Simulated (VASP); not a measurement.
Here is a VASP 6.6.1 calculation.

Contents of INCAR:

```
PREC = Accurate ; ENCUT = 520
EDIFF = 1E-6 ; ISMEAR = 0
SIGMA = 0.1 ; LREAL = False
LASPH = True ; NELM = 80
ALGO = Normal ; ISIF = 2
LWAVE = False ; LCHARG = True
GGA = PE ; LELF = True
LVHAR = True ; NBANDS = 29
```

KPOINTS

```
Automatic mesh
0
Gamma
  4 4 4
```

The input POSCAR:

```
SnCl
1.0
    4.3319369334      0.0000000000      0.0000000000
    0.0000000000      4.3319369334      0.0000000000
    0.0000000000      0.0000000000      7.9822753882
Sn Cl
2 2
Direct
    0.5000000000      0.0000000000     -0.0326680737
    0.0000000000      0.5000000000      1.0326680737
    0.5000000000      0.0000000000      0.6693660367
    0.0000000000      0.5000000000      0.3306339633
```

Potentials or basis: VASP PAW PBE potentials, release 64 (Sn_d, Cl).

The run is started by

```bash
$ cat potpaw_PBE.64/Sn_d/POTCAR potpaw_PBE.64/Cl/POTCAR > POTCAR
$ mpirun -np 1 vasp_std > vasp.out
```

Q: Predict the largest force.

A: 0.021 eV/Å.

Q: What does it give for the pressure?

A: 0.0 GPa.

Stress tensor (GPa, compression positive):
```
-0.04  0.00  0.00
 0.00 -0.04  0.00
 0.00  0.00  0.06
```

Caveat: the k points lie up to 0.36 Å⁻¹ apart.
